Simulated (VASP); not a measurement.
# PbS (Fm-3m) in VASP: notebook

Aim: see how the results for PbS move with the level of theory and the settings. Levels: PBE, r2SCAN50+D3(BJ). Tasks: single point.

Everything below comes from runs of VASP 6.6.1. Logs are shortened: lines on timing, memory, paths and dates and some standing lists are left out, and cuts for length are marked.

### 1 The cell of the first run

It takes space group Fm-3m (No. 225, cubic). The conventional cell has a = 5.931 Å, b = 5.931 Å, c = 5.931 Å, α = 90.00°, β = 90.00°, γ = 90.00°. Pb (site symmetry m-3m) has 6 S at 2.97 Å within 3.9 Å. S (site symmetry m-3m) has 6 Pb at 2.97 Å within 3.9 Å.

### 2 Single point, PBE, collinear spin

The input, INCAR:

```
SYSTEM = PbS
PREC = Accurate
ENCUT = 520
EDIFF = 1E-6
ISMEAR = 0
SIGMA = 0.02
LREAL = .False.
LASPH = .True.
NELM = 150
ALGO = Normal
ISIF = 2
LWAVE = .False.
LCHARG = .True.
ISPIN = 2
MAGMOM = 0.5 0
LORBIT = 11
GGA = PE
LELF = .True.
LVHAR = .True.
NBANDS = 21
```

The input, KPOINTS:

```
Automatic mesh
0
Gamma
  8 8 8
  0 0 0
```

The input, POSCAR:

```
PbS
1.0
    0.0000000000      2.9657500000      2.9657500000
    2.9657500000      0.0000000000      2.9657500000
    2.9657500000      2.9657500000      0.0000000000
Pb S
1 1
Direct
    0.0000000000      0.0000000000      0.0000000000
    0.5000000000      0.5000000000      0.5000000000
```

Potentials or basis: VASP PAW PBE potentials, release 64 (Pb_d, S).

On the command line:

```
$ cat potpaw_PBE.64/Pb_d/POTCAR potpaw_PBE.64/S/POTCAR > POTCAR
$ mpirun -np 1 vasp_std > vasp.out
```

OUTCAR:

```text
SYSTEM = PbS
   PREC = Accurate
   ENCUT = 520
   EDIFF = 1E-6
   ISMEAR = 0
   LREAL = .False.
   LASPH = .True.
   NELM = 150
   ISIF = 2
   ISPIN = 2
   LORBIT = 11
   GGA = PE

 ion  position               nearest neighbor table
   1  0.000  0.000  0.000-   2 2.97   2 2.97   2 2.97   2 2.97   2 2.97   2 2.97
   2  0.500  0.500  0.500-   1 2.97   1 2.97   1 2.97   1 2.97   1 2.97   1 2.97

  LATTYP: Found a face centered cubic cell.
 ALAT       =     5.9315000000

  Lattice vectors:

 A1 = (   0.0000000000,   2.9657500000,   2.9657500000)
 A2 = (   2.9657500000,   0.0000000000,   2.9657500000)
 A3 = (   2.9657500000,   2.9657500000,   0.0000000000)

Analysis of symmetry for initial positions (statically):
=====================================================================
 Subroutine PRICEL returns:
 Original cell was already a primitive cell.

 Routine SETGRP: Setting up the symmetry group for a
 face centered cubic supercell.

 Subroutine GETGRP returns: Found 48 space group operations
 (whereof 48 operations were pure point group operations)
 out of a pool of 48 trial point group operations.

The static configuration has the point symmetry O_h .

Analysis of symmetry for dynamics (positions and initial velocities):
=====================================================================
 Subroutine PRICEL returns:
 Original cell was already a primitive cell.

 Routine SETGRP: Setting up the symmetry group for a
 face centered cubic supercell.

 Subroutine GETGRP returns: Found 48 space group operations
 (whereof 48 operations were pure point group operations)
 out of a pool of 48 trial point group operations.

The dynamic configuration has the point symmetry O_h .

Analysis of structural, dynamic, and magnetic symmetry:
=====================================================================
 Subroutine PRICEL returns:
 Original cell was already a primitive cell.

 Routine SETGRP: Setting up the symmetry group for a
 face centered cubic supercell.

 Subroutine GETGRP returns: Found 48 space group operations
 (whereof 48 operations were pure point group operations)
 out of a pool of 48 trial point group operations.

The overall configuration has the point symmetry O_h .

 Subroutine INISYM returns: Found 48 space group operations
 (whereof 48 operations are pure point group operations),
 and found     1 'primitive' translations

----------------------------------------------------------------------------------------

                                     Primitive cell

  volume of cell :      52.1715

  direct lattice vectors                    reciprocal lattice vectors
     0.000000000  2.965750000  2.965750000    -0.168591419  0.168591419  0.168591419
     2.965750000  0.000000000  2.965750000     0.168591419 -0.168591419  0.168591419
     2.965750000  2.965750000  0.000000000     0.168591419  0.168591419 -0.168591419

  length of vectors
     4.194203873  4.194203873  4.194203873     0.292008903  0.292008903  0.292008903

  position of ions in fractional coordinates (direct lattice)
     0.000000000  0.000000000  0.000000000
     0.500000000  0.500000000  0.500000000

  ion indices of the primitive-cell ions
   primitive index   ion index
                 1           1
                 2           2

----------------------------------------------------------------------------------------

 KPOINTS: Automatic mesh

Automatic generation of k-mesh.
 Grid dimensions read from file:
 generate k-points for:    8    8    8

 Generating k-lattice:

  Cartesian coordinates                     Fractional coordinates (reciprocal lattice)
    -0.021073927  0.021073927  0.021073927     0.125000000  0.000000000  0.000000000
     0.021073927 -0.021073927  0.021073927     0.000000000  0.125000000  0.000000000
     0.021073927  0.021073927 -0.021073927     0.000000000  0.000000000  0.125000000

  Length of vectors
     0.036501113  0.036501113  0.036501113

  Shift w.r.t. Gamma in fractional coordinates (k-lattice)
     0.000000000  0.000000000  0.000000000

 Subroutine IBZKPT returns following result:
 ===========================================

 Found     29 irreducible k-points:

 Following reciprocal coordinates:
            Coordinates               Weight
  0.000000  0.000000  0.000000      1.000000
  0.125000  0.000000  0.000000      8.000000
  0.250000  0.000000  0.000000      8.000000
  0.375000  0.000000  0.000000      8.000000
  0.500000  0.000000  0.000000      4.000000
  0.125000  0.125000  0.000000      6.000000
[... 16 lines left out ...]
  0.500000  0.250000  0.125000     48.000000
 -0.375000  0.250000  0.125000     24.000000
 [... further k-points ...]
   k-points           NKPTS =     29   k-points in BZ     NKDIM =     29   number of bands    NBANDS=     21
   number of dos      NEDOS =    301   number of ions     NIONS =      2
   total plane-waves  NPLWV =  32768
   dimension x,y,z NGX =    32 NGY =   32 NGZ =   32
   dimension x,y,z NGXF=    64 NGYF=   64 NGZF=   64
   ions per type =               1   1
   NGX,Y,Z   is equivalent  to a cutoff of  12.68, 12.68, 12.68 a.u.
   NGXF,Y,Z  is equivalent  to a cutoff of  25.37, 25.37, 25.37 a.u.
 SYSTEM =  PbS
   PREC   = accura    normal or accurate (medium, high low for compatibility)
   ISTART =      0    job   : 0-new  1-cont  2-samecut
   ICHARG =      2    charge: 1-file 2-atom 10-const
   ISPIN  =      2    spin polarized calculation?
   LNONCOLLINEAR =      F non collinear calculations
   LSORBIT =      F    spin-orbit coupling
   LASPH  =      T    aspherical Exc in radial PAW
   ENCUT  =  520.0 eV  38.22 Ry    6.18 a.u.   7.80  7.80  7.80*2*pi/ulx,y,z
   NELM   =    150;   NELMIN=  2; NELMDL= -5     # of ELM steps
   EDIFF  = 0.1E-05   stopping-criterion for ELM
   LREAL  =      F    real-space projection
   EDIFFG = 0.1E-04   stopping-criterion for IOM
   NSW    =      0    number of steps for IOM
   IBRION =     -1    ionic relax: 0-MD 1-quasi-New 2-CG
   NFREE  =      0    steps in history (QN), initial steepest desc. (CG)
   ISIF   =      2    stress and relaxation
   ISYM   =      2    0-nonsym 1-usesym 2-fastsym
   POTIM  = 0.5000    time-step for ionic-motion
   TEBEG  =    0.0;   TEEND  =   0.0 temperature during run
   PSTRESS=    0.0 pullay stress
   NELECT =      20.0000    total number of electrons
   NUPDOWN=      -1.0000    fix difference up-down
   EMIN   =  10.00;   EMAX   =-10.00  energy-range for DOS
   EFERMI =   0.00;   METHOD = LEGACY
   ISMEAR =     0;   SIGMA  =   0.02  broadening in eV -4-tet -1-fermi 0-gaus
   EFERMI_NEDOS =   21; number of points for ismear=-14 and -15
   IALGO  =     38    algorithm
   IMIX   =      4    mixing-type and parameters
     AMIX     =   0.40;   BMIX     =  1.00
     AMIX_MAG =   1.60;   BMIX_MAG =  1.00
  volume/ion in A,a.u.               =      26.09       176.04
  Fermi-wavevector in a.u.,A,eV,Ry     =   1.189251  2.247359 19.242973  1.414319
  Thomas-Fermi vector in A             =   2.325363
   LORBIT       =     11    0 simple, 1 ext, 2 COOP (PROOUT), +10 PAW based schemes
   GGA     = PE    functional components
   LHFCALC =     F    Hartree Fock is set to
   AEXX    =    0.0000 exact exchange contribution
   IVDW    =     0    specifies the selected vdW correction
   LEPSILON=     F    determine dielectric tensor
   LRPA    =     F    only Hartree local field effects (RPA)
 spin polarized calculation
 Gauss-broadening in eV      SIGMA  =   0.02
  energy-cutoff  :      520.00
  volume of cell :       52.17
 maximum number of plane-waves:      1424
   NGX = 15   NGY = 15   NGZ = 15

 number of electron      19.9999998 magnetization      -0.0005085

 number of electron      19.9999998 magnetization       0.0000523

 Free energy of the ion-electron system (eV)
  ---------------------------------------------------
  ext. energy  EPLUGINS =         0.00000000
  ---------------------------------------------------
  free energy    TOTEN  =        -8.75604594 eV

  energy without entropy =       -8.75604594  energy(sigma->0) =       -8.75604594

 E-fermi :   5.9073     XC(G=0):  -9.6824

 val. band max:        5.8227763002   @ k =   0.5000   0.0000   0.0000
 cond. band min:       6.1870275507   @ k =   0.5000   0.0000   0.0000
 fundamental gap:      0.3642512505
 Fermi energy:         5.9072892440

 spin component 1

 k-point     1 :       0.0000    0.0000    0.0000
  band No.  band energies     occupation
      1     -11.0019      1.00000
      2     -11.0019      1.00000
      3     -11.0019      1.00000
      4     -10.9855      1.00000
      5     -10.9855      1.00000
      6      -7.7751      1.00000
[... 13 lines left out ...]
     20      15.1192      0.00000
     21      25.8726      0.00000

 k-point     2 :       0.1250    0.0000    0.0000
  band No.  band energies     occupation
      1     -11.0012      1.00000
      2     -10.9990      1.00000
      3     -10.9990      1.00000
      4     -10.9862      1.00000
      5     -10.9862      1.00000
      6      -7.6420      1.00000
[... 13 lines left out ...]
     20      16.3659      0.00000
     21      24.1660      0.00000

 k-point     3 :       0.2500    0.0000    0.0000
  band No.  band energies     occupation
      1     -11.0050      1.00000
      2     -11.0050      1.00000
      3     -10.9998      1.00000
      4     -10.9748      1.00000
      5     -10.9748      1.00000
      6      -7.2723      1.00000
[... 13 lines left out ...]
     20      18.7154      0.00000
     21      22.1485      0.00000
[... 457 lines left out ...]
 k-point    23 :       0.5000    0.2500    0.1250
  band No.  band energies     occupation
      1     -11.0493      1.00000
      2     -11.0003      1.00000
      3     -10.9944      1.00000
      4     -10.9679      1.00000
      5     -10.9565      1.00000
      6      -6.5239      1.00000
[... 13 lines left out ...]
     20      21.1935      0.00000
     21      21.8511      0.00000

 k-point    24 :      -0.3750    0.2500    0.1250
  band No.  band energies     occupation
      1     -11.0550      1.00000
      2     -11.0029      1.00000
      3     -10.9859      1.00000
      4     -10.9728      1.00000
      5     -10.9518      1.00000
      6      -6.3076      1.00000
[... 13 lines left out ...]
     20      20.9986      0.00000
     21      21.8105      0.00000

 [... further k-points ...]

 spin component 2

 k-point     1 :       0.0000    0.0000    0.0000
  band No.  band energies     occupation
      1     -11.0018      1.00000
      2     -11.0018      1.00000
      3     -11.0018      1.00000
      4     -10.9853      1.00000
      5     -10.9853      1.00000
      6      -7.7751      1.00000
[... 13 lines left out ...]
     20      15.1192      0.00000
     21      25.8726      0.00000

 k-point     2 :       0.1250    0.0000    0.0000
  band No.  band energies     occupation
      1     -11.0011      1.00000
      2     -10.9989      1.00000
      3     -10.9989      1.00000
      4     -10.9861      1.00000
      5     -10.9861      1.00000
      6      -7.6420      1.00000
[... 13 lines left out ...]
     20      16.3658      0.00000
     21      24.1650      0.00000

 k-point     3 :       0.2500    0.0000    0.0000
  band No.  band energies     occupation
      1     -11.0049      1.00000
      2     -11.0049      1.00000
      3     -10.9997      1.00000
      4     -10.9747      1.00000
      5     -10.9747      1.00000
      6      -7.2723      1.00000
[... 13 lines left out ...]
     20      18.7154      0.00000
     21      22.1498      0.00000
[... 457 lines left out ...]
 k-point    23 :       0.5000    0.2500    0.1250
  band No.  band energies     occupation
      1     -11.0492      1.00000
      2     -11.0002      1.00000
      3     -10.9943      1.00000
      4     -10.9677      1.00000
      5     -10.9564      1.00000
      6      -6.5239      1.00000
[... 13 lines left out ...]
     20      21.1935      0.00000
     21      21.8511      0.00000

 k-point    24 :      -0.3750    0.2500    0.1250
  band No.  band energies     occupation
      1     -11.0549      1.00000
      2     -11.0028      1.00000
      3     -10.9858      1.00000
      4     -10.9727      1.00000
      5     -10.9517      1.00000
      6      -6.3076      1.00000
[... 13 lines left out ...]
     20      20.9986      0.00000
     21      21.8105      0.00000

 [... further k-points ...]

------------------------ aborting loop because EDIFF is reached ----------------------------------------

  FORCE on cell =-STRESS in cart. coord.  units (eV):
  Direction    XX          YY          ZZ          XY          YZ          ZX
  --------------------------------------------------------------------------------------
  -------------------------------------------------------------------------------------
  Total        0.7029926      0.7029926      0.7029926      0.0000000      0.0000000     -0.0000000
  in kB       21.5887616     21.5887616     21.5887616      0.0000000      0.0000000     -0.0000000
  external PRESSURE =      21.5887616 kB  Pullay stress =       0.0000000 kB

 VOLUME and BASIS-vectors are now :
 -----------------------------------------------------------------------------
  energy-cutoff  :      520.00
  volume of cell :       52.17
      direct lattice vectors                 reciprocal lattice vectors
     0.000000000  2.965750000  2.965750000    -0.168591419  0.168591419  0.168591419
     2.965750000  0.000000000  2.965750000     0.168591419 -0.168591419  0.168591419
     2.965750000  2.965750000  0.000000000     0.168591419  0.168591419 -0.168591419

 POSITION                                       TOTAL-FORCE (eV/Angst)
 -----------------------------------------------------------------------------------
      0.00000      0.00000      0.00000         0.000000      0.000000      0.000000
      2.96575      2.96575      2.96575        -0.000000     -0.000000     -0.000000
 -----------------------------------------------------------------------------------
    total drift:                                0.000000     -0.000000     -0.000000

  FREE ENERGIE OF THE ION-ELECTRON SYSTEM (eV)
  ---------------------------------------------------
  free  energy   TOTEN  =        -8.7560459363 eV

  energy  without entropy=       -8.7560459363  energy(sigma->0) =       -8.75604594

 total charge

# of ion       s       p       d       tot
------------------------------------------
    1        1.489   0.505   9.847  11.840
    2        1.350   2.341   0.000   3.691
--------------------------------------------------
tot          2.839   2.846   9.847  15.531

 magnetization (x)

# of ion       s       p       d       tot
------------------------------------------
    1        0.000   0.000  -0.000  -0.000
    2        0.000   0.000   0.000   0.000
--------------------------------------------------
tot          0.000   0.000  -0.000   0.000
```

Wall time 51 s (1 thread of Intel Xeon Platinum 8259CL at 2.50GHz (Skylake/Cascade Lake), shared host); peak memory 0.22 GiB.

What came out:

| Item | Value |
| --- | --- |
| Free energy | -8.7560 eV |
| Pressure | 2.2 GPa |
| Band gap on the k mesh | 0.36 eV |
| Net moment | 0.00 μB per cell |
| Valence electrons inside the program's atomic spheres | Pb 11.84; S 3.69 |

Caveat: spin-orbit coupling is left out, which moves the levels of the heavy elements. A k mesh can miss the band edges.

### 3 Single point, PBE, collinear spin

This run uses another cell than the first one, of 26.61 Å³/atom.

The input, INCAR:

```
SYSTEM = PbS
PREC = Accurate
ENCUT = 520
EDIFF = 1E-7
ISMEAR = 0
SIGMA = 0.02
LREAL = .FALSE.
LASPH = .TRUE.
NELM = 150
ALGO = Normal
ISIF = 2
LWAVE = .FALSE.
LCHARG = .FALSE.
ISPIN = 2
MAGMOM = 0.5 0
LORBIT = 11
GGA = PE
NBANDS = 21
```

The input, KPOINTS:

```
regular mesh
0
G
  8 8 8
  0 0 0
```

The input, POSCAR:

```
PbS
1.0
    0.0000000000      2.9853913009      2.9853913009
    2.9853913009      0.0000000000      2.9853913009
    2.9853913009      2.9853913009      0.0000000000
Pb S
1 1
Direct
    0.0000000000      0.0000000000      0.0000000000
    0.5000000000      0.5000000000      0.5000000000
```

Potentials or basis: VASP PAW PBE potentials, release 64 (Pb_d, S).

On the command line:

```
$ cat potpaw_PBE.64/Pb_d/POTCAR potpaw_PBE.64/S/POTCAR > POTCAR
$ mpirun -np 1 vasp_std > vasp.out
```

Run time: 49 s. Hardware: 1 thread of Intel Xeon Platinum 8259CL at 2.50GHz (Skylake/Cascade Lake), shared host; peak memory 0.22 GiB.

It converged, with:

- Free energy: -8.7666 eV
- Pressure: 1.0 GPa
- Band gap on the k mesh: 0.44 eV
- Net moment: 0.00 μB per cell
- Valence electrons inside the program's atomic spheres: Pb 11.83; S 3.69

Levels at points of the mesh, in eV from the valence-band top:
Spin up:
```csv
k point,band 6,band 7,band 8,band 9,band 10,band 11,band 12,band 13,band 14,band 15
"(0.00, 0.00, 0.00)",-13.40,-6.05,-2.05,-2.05,-2.05,5.17,5.17,5.17,6.80,6.80
"(0.50, 0.00, 0.00)",-12.21,-8.71,-1.68,-1.68,0.00,0.44,2.03,2.03,8.66,10.18
"(0.50, 0.50, 0.00)",-11.81,-7.15,-5.01,-3.29,-3.29,3.97,5.53,5.63,5.63,11.18
```
Spin down:
```
           k point  band 7  band 8  band 9  band 10  band 11  band 12  band 13  band 14
(0.00, 0.00, 0.00)   -6.05   -2.05   -2.05    -2.05     5.17     5.17     5.17     6.80
(0.50, 0.00, 0.00)   -8.71   -1.68   -1.68     0.00     0.44     2.03     2.03     8.66
(0.50, 0.50, 0.00)   -7.15   -5.01   -3.29    -3.29     3.97     5.53     5.63     5.63
```

Caveat: spin-orbit coupling is left out, which moves the levels of the heavy elements.

### 4 Single point, PBE, collinear spin

This run uses another cell than the first one, of 27.13 Å³/atom.

The input, INCAR:

```
ALGO = Normal
EDIFF = 1E-7
ENCUT = 520
GGA = PE
ISIF = 2
ISMEAR = 0
ISPIN = 2
LASPH = T
LCHARG = F
LORBIT = 11
LREAL = F
LWAVE = F
MAGMOM = 0.5 0
NBANDS = 21
NELM = 150
PREC = Accurate
SIGMA = 0.02
```

The input, KPOINTS:

```
k-points
0
Gamma
  8 8 8
```

The input, POSCAR:

```
PbS
1.0
    0.0000000000      3.0047775019      3.0047775019
    3.0047775019      0.0000000000      3.0047775019
    3.0047775019      3.0047775019      0.0000000000
Pb S
1 1
Direct
    0.0000000000      0.0000000000      0.0000000000
    0.5000000000      0.5000000000      0.5000000000
```

On the command line:

```
$ cat potpaw_PBE.64/Pb_d/POTCAR potpaw_PBE.64/S/POTCAR > POTCAR
$ mpirun -np 1 vasp_std > vasp.out
```

It took 54 s on 1 thread of Intel Xeon Platinum 8259CL at 2.50GHz (Skylake/Cascade Lake), shared host; peak memory 0.23 GiB.

The run converged. Its results:

```
Free energy                                           : -8.7699 eV
Pressure                                              : -0.1 GPa
Band gap on the k mesh                                : 0.50 eV
Net moment                                            : 0.00 μB per cell
Valence electrons inside the program's atomic spheres : Pb 11.82; S 3.68
```

Levels at points of the mesh, in eV from the valence-band top:
Spin up:
```tsv
k point	band 7	band 8	band 9	band 10	band 11	band 12	band 13	band 14
(0.00, 0.00, 0.00)	-6.07	-1.94	-1.94	-1.94	5.14	5.14	5.14	6.87
(0.50, 0.00, 0.00)	-8.59	-1.58	-1.58	0.00	0.50	2.08	2.08	8.65
(0.50, 0.50, 0.00)	-7.11	-4.83	-3.15	-3.15	4.07	5.48	5.57	5.57
```
Spin down:
```csv
k point,band 6,band 7,band 8,band 9,band 10,band 11,band 12,band 13,band 14,band 15
"(0.00, 0.00, 0.00)",-13.21,-6.07,-1.94,-1.94,-1.94,5.14,5.14,5.14,6.87,6.87
"(0.50, 0.00, 0.00)",-12.07,-8.59,-1.58,-1.58,0.00,0.50,2.08,2.08,8.65,10.22
"(0.50, 0.50, 0.00)",-11.70,-7.11,-4.83,-3.15,-3.15,4.07,5.48,5.57,5.57,11.18
```

Caveat: spin-orbit coupling is left out, which moves the levels of the heavy elements.

[end of part 1 of 2]
